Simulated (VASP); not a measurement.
Wanted: the native input for a VASP 6.6.1 run.

| Quantity | Value |
| --- | --- |
| Task | single point |
| Functional | LDA |
| Potentials or basis | VASP PAW LDA potentials, release 64 (Ga_d, N) |
| Cutoff | 520 eV |
| k mesh | 12 × 12 × 6 |
| Occupations | gaussian, width 0.05 eV |
| Spin | no spin polarisation |
| Dipole correction | no |
| Further INCAR settings | ALGO = Normal; EDIFF = 1e-06; NBANDS = 26 |

The structure of GaN lies in POSCAR:

```
GaN
1.0
    3.1516808476      0.0000000000      0.0000000000
   -1.5758404238      2.7294356786      0.0000000000
    0.0000000000      0.0000000000      4.5217000000
Ga N
2 2
Direct
    0.3333333333      0.6666666667      0.9992962937
    0.6666666667      0.3333333333      0.4992962937
    0.3333333333      0.6666666667      0.3757037063
    0.6666666667      0.3333333333      0.8757037063
```

One way to write it, as run:

INCAR

```
ALGO = Normal ; EDIFF = 1E-6
ENCUT = 520 ; ISIF = 2
ISMEAR = 0 ; LASPH = True
LCHARG = False ; LREAL = False
LWAVE = False ; NBANDS = 26
NELM = 100 ; PREC = Accurate
SIGMA = 0.05
```

KPOINTS

```
k-points
0
Gamma
  12 12 6
```

Potentials or basis: VASP PAW LDA potentials, release 64 (Ga_d, N).

Run with:

```console
$ cat potpaw_LDA.64/Ga_d/POTCAR potpaw_LDA.64/N/POTCAR > POTCAR
$ mpirun -np 1 vasp_std > vasp.out
```

It gave:

```
Pressure               : 43.2 GPa
Largest force          : 3.880 eV/Å
Band gap on the k mesh : 2.85 eV
```

Caveat: the stress differs along the axes, from 14 to 102 GPa; forces of over 1 eV/Å act on the atoms, so gaps and moduli don't describe the material at rest.

Wall time 30 s on 1 thread of Intel(R) Xeon(R) 6975P-C (Granite Rapids) (shared host), peak memory 0.18 GiB.
